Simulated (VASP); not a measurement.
# Pd (Fm-3m) in VASP: further runs, part 2 of 2

VASP 6.6.1.

## (3) Single point, PBE, non-collinear spin, zero start, spin-orbit coupling

File INCAR:

```
SYSTEM = Pd
ALGO = Normal
EDIFF = 1E-7
ENCUT = 520
GGA = PE
GGA_COMPAT = .False.
ISIF = 2
ISMEAR = -1
LASPH = .True.
LCHARG = .False.
LMAXMIX = 4
LORBIT = 11
LORBMOM = .True.
LREAL = .False.
LSORBIT = .True.
LWAVE = .False.
MAGMOM = 0 0 0
NBANDS = 21
NELM = 150
PREC = Accurate
SIGMA = 0.15
```

File KPOINTS:

```
k-points
0
Gamma
  4 4 4
  0 0 0
```

File POSCAR:

```
Pd
1.0
    0.0000000000      1.9704000000      1.9704000000
    1.9704000000      0.0000000000      1.9704000000
    1.9704000000      1.9704000000      0.0000000000
Pd
1
Direct
    0.0000000000      0.0000000000      0.0000000000
```

Potentials or basis: VASP PAW PBE potentials, release 64 (Pd).

Command:

```bash
cat potpaw_PBE.64/Pd/POTCAR > POTCAR
mpirun -np 1 vasp_ncl > vasp.out
```

OUTCAR:

```text
SYSTEM = Pd
   EDIFF = 1E-7
   ENCUT = 520
   GGA = PE
   ISIF = 2
   ISMEAR = -1
   LASPH = .True.
   LORBIT = 11
   LREAL = .False.
   LSORBIT = .True.
   NELM = 150
   PREC = Accurate

 ion  position               nearest neighbor table
   1  0.000  0.000  0.000-

  LATTYP: Found a face centered cubic cell.
 ALAT       =     3.9408000000

  Lattice vectors:

 A1 = (   0.0000000000,   1.9704000000,   1.9704000000)
 A2 = (   1.9704000000,   0.0000000000,   1.9704000000)
 A3 = (   1.9704000000,   1.9704000000,   0.0000000000)

Analysis of symmetry for initial positions (statically):
=====================================================================
 Subroutine PRICEL returns:
 Original cell was already a primitive cell.

 Routine SETGRP: Setting up the symmetry group for a
 face centered cubic supercell.

 Subroutine GETGRP returns: Found 48 space group operations
 (whereof 48 operations were pure point group operations)
 out of a pool of 48 trial point group operations.

The static configuration has the point symmetry O_h .

Analysis of symmetry for dynamics (positions and initial velocities):
=====================================================================
 Subroutine PRICEL returns:
 Original cell was already a primitive cell.

 Routine SETGRP: Setting up the symmetry group for a
 face centered cubic supercell.

 Subroutine GETGRP returns: Found 48 space group operations
 (whereof 48 operations were pure point group operations)
 out of a pool of 48 trial point group operations.

The dynamic configuration has the point symmetry O_h .

Analysis of structural, dynamic, and magnetic symmetry:
=====================================================================
 Subroutine PRICEL returns:
 Original cell was already a primitive cell.

 Routine SETGRP: Setting up the symmetry group for a
 face centered cubic supercell.

 Subroutine GETGRP returns: Found 48 space group operations
 (whereof 48 operations were pure point group operations)
 out of a pool of 48 trial point group operations.

The overall configuration has the point symmetry O_h .

 Subroutine INISYM returns: Found 48 space group operations
 (whereof 48 operations are pure point group operations),
 and found     1 'primitive' translations

----------------------------------------------------------------------------------------

                                     Primitive cell

  volume of cell :      15.3001

  direct lattice vectors                    reciprocal lattice vectors
     0.000000000  1.970400000  1.970400000    -0.253755583  0.253755583  0.253755583
     1.970400000  0.000000000  1.970400000     0.253755583 -0.253755583  0.253755583
     1.970400000  1.970400000  0.000000000     0.253755583  0.253755583 -0.253755583

  length of vectors
     2.786566403  2.786566403  2.786566403     0.439517562  0.439517562  0.439517562

  position of ions in fractional coordinates (direct lattice)
     0.000000000  0.000000000  0.000000000

  ion indices of the primitive-cell ions
   primitive index   ion index
[... 79 lines left out ...]
  Thomas-Fermi vector in A             =   2.541611
   LORBIT       =     11    0 simple, 1 ext, 2 COOP (PROOUT), +10 PAW based schemes
   GGA     = PE    functional components
   LHFCALC =     F    Hartree Fock is set to
   AEXX    =    0.0000 exact exchange contribution
   IVDW    =     0    specifies the selected vdW correction
   LEPSILON=     F    determine dielectric tensor
   LRPA    =     F    only Hartree local field effects (RPA)
  energy-cutoff  :      520.00
  volume of cell :       15.30
 maximum number of plane-waves:       832
 NGX is ok and might be reduce to    24
   NGX = 11   NGY = 11   NGZ = 11

 number of electron      10.0000000 magnetization       0.0000000      0.0000000      0.0000000

 number of electron      10.0000000 magnetization       0.0000000     -0.0000000     -0.0000000

 number of electron      10.0000000 magnetization      -0.0000000      0.0000000      0.0000000

 Free energy of the ion-electron system (eV)
  ---------------------------------------------------
  ext. energy  EPLUGINS =         0.00000000
  ---------------------------------------------------
  free energy    TOTEN  =        -5.48850398 eV

  energy without entropy =       -5.36632070  energy(sigma->0) =       -5.42741234

 E-fermi :   9.4787     XC(G=0): -12.9412

 val. band max:        9.4078365370   @ k =   0.5000   0.5000   0.0000
 cond. band min:       9.5324512660   @ k =  -0.2500   0.5000   0.2500
 fundamental gap:      0.1246147290
 Fermi energy:         9.4787047059

 k-point     1 :       0.0000    0.0000    0.0000
  band No.  band energies     occupation
      1       2.3225      1.00000
      2       2.3225      1.00000
      3       6.4366      1.00000
      4       6.4366      1.00000
      5       6.4366      1.00000
      6       6.4366      1.00000
[... 181 lines left out ...]
     20      34.5861      0.00000
     21      34.5987      0.00000

------------------------ aborting loop because EDIFF is reached ----------------------------------------

  FORCE on cell =-STRESS in cart. coord.  units (eV):
  Direction    XX          YY          ZZ          XY          YZ          ZX
  --------------------------------------------------------------------------------------
  -------------------------------------------------------------------------------------
  Total        0.0227697      0.0227697      0.0227697     -0.0000000     -0.0000000      0.0000000
  in kB        2.3843798      2.3843798      2.3843798     -0.0000000     -0.0000000      0.0000000
  external PRESSURE =       2.3843798 kB  Pullay stress =       0.0000000 kB

 VOLUME and BASIS-vectors are now :
 -----------------------------------------------------------------------------
  energy-cutoff  :      520.00
  volume of cell :       15.30
      direct lattice vectors                 reciprocal lattice vectors
     0.000000000  1.970400000  1.970400000    -0.253755583  0.253755583  0.253755583
     1.970400000  0.000000000  1.970400000     0.253755583 -0.253755583  0.253755583
     1.970400000  1.970400000  0.000000000     0.253755583  0.253755583 -0.253755583

 POSITION                                       TOTAL-FORCE (eV/Angst)
 -----------------------------------------------------------------------------------
      0.00000      0.00000      0.00000         0.000000      0.000000      0.000000
 -----------------------------------------------------------------------------------
    total drift:                                0.000000      0.000000     -0.000000

  FREE ENERGIE OF THE ION-ELECTRON SYSTEM (eV)
  ---------------------------------------------------
  free  energy   TOTEN  =        -5.4885039754 eV

  energy  without entropy=       -5.3663207050  energy(sigma->0) =       -5.42741234

 orbital moment (x)

 # of ion     p       d       tot
 ----------------------------------------
  1        -0.000   0.000   0.000
 ----------------------------------------
           -0.000   0.000   0.000

 orbital moment (y)

 # of ion     p       d       tot
 ----------------------------------------
  1         0.000  -0.000  -0.000
 ----------------------------------------
            0.000  -0.000  -0.000

 orbital moment (z)

 # of ion     p       d       tot
 ----------------------------------------
  1         0.000   0.000   0.000
 ----------------------------------------
            0.000   0.000   0.000

 Spin-Orbit-Coupling matrix elements

 Ion:    1  E_soc:     -0.0779096
 l=   1
     0.0000000    -0.0020986    -0.0020986
    -0.0020986     0.0000000    -0.0020986
    -0.0020986    -0.0020986     0.0000000
 l=   2
     0.0000000    -0.0022329     0.0000000    -0.0022329    -0.0086534
    -0.0022329     0.0000000    -0.0064901    -0.0022329    -0.0021634
     0.0000000    -0.0064901     0.0000000    -0.0064901     0.0000000
    -0.0022329    -0.0022329    -0.0064901     0.0000000    -0.0021634
    -0.0086534    -0.0021634     0.0000000    -0.0021634     0.0000000
 l=   3
     0.0000000     0.0000000     0.0000000     0.0000000     0.0000000     0.0000000     0.0000000
     0.0000000     0.0000000     0.0000000     0.0000000     0.0000000     0.0000000     0.0000000
     0.0000000     0.0000000     0.0000000     0.0000000     0.0000000     0.0000000     0.0000000
     0.0000000     0.0000000     0.0000000     0.0000000     0.0000000     0.0000000     0.0000000
     0.0000000     0.0000000     0.0000000     0.0000000     0.0000000     0.0000000     0.0000000
     0.0000000     0.0000000     0.0000000     0.0000000     0.0000000     0.0000000     0.0000000
     0.0000000     0.0000000     0.0000000     0.0000000     0.0000000     0.0000000     0.0000000

 total charge

# of ion       s       p       d       tot
------------------------------------------
    1        0.482   0.406   8.492   9.379

 magnetization (x)

# of ion       s       p       d       tot
------------------------------------------
    1        0.000  -0.000  -0.000  -0.000

 magnetization (y)

# of ion       s       p       d       tot
------------------------------------------
    1        0.000  -0.000   0.000   0.000

 magnetization (z)

# of ion       s       p       d       tot
------------------------------------------
    1        0.000   0.000   0.000   0.000
```

stdout:

```text
POSCAR found type information on POSCAR Pd
 POSCAR found :  1 types and       1 ions
 scaLAPACK will be used
 LDA part: xc-table for (Slater+PW92), standard interpolation
 POSCAR, INCAR and KPOINTS ok, starting setup
 FFT: planning ... GRIDC
 FFT: planning ... GRID_SOFT
 FFT: planning ... GRID
 WAVECAR not read
 entering main loop
```

Wall time 5.3 s (1 thread of Intel Xeon 6975P-C (Granite Rapids), shared host); peak memory 0.18 GiB.

What came out:

* Free energy: -5.4885 eV
* Pressure: 0.2 GPa
* Net moment: 0.00 μB per cell
* Valence electrons inside the program's atomic spheres: Pd 9.38

Moments on the atoms (μB; x, y, z):
```
Pd  0.00 0.00 0.00
```

Caveat: the k points lie up to 0.69 Å⁻¹ apart.

## (4) Single point, PBE, non-collinear spin, zero start, spin-orbit coupling

File INCAR:

```
PREC = Accurate
ENCUT = 520
EDIFF = 1E-6
ISMEAR = -1
SIGMA = 0.15
LREAL = F
LASPH = T
NELM = 150
ALGO = Normal
ISIF = 2
LWAVE = F
LCHARG = F
MAGMOM = 0 0 0
LORBIT = 11
LSORBIT = T
GGA_COMPAT = F
LORBMOM = T
LMAXMIX = 4
GGA = PE
NBANDS = 21
```

File KPOINTS:

```
Automatic mesh
0
Gamma
  4 4 4
```

POSCAR is that of step 3.

Command:

```bash
cat potpaw_PBE.64/Pd/POTCAR > POTCAR
mpirun -np 1 vasp_ncl > vasp.out
```

Wall time 5.4 s (1 thread of Intel Xeon 6975P-C (Granite Rapids), shared host); peak memory 0.19 GiB.

Results (log left out):

```
Free energy                                           : -5.4885 eV
Pressure                                              : 0.3 GPa
Net moment                                            : 0.00 μB per cell
Valence electrons inside the program's atomic spheres : Pd 9.38
```

Moments on the atoms (μB; x, y, z):
```
Pd  0.00 0.00 0.00
```

Caveat: the k points lie up to 0.69 Å⁻¹ apart.
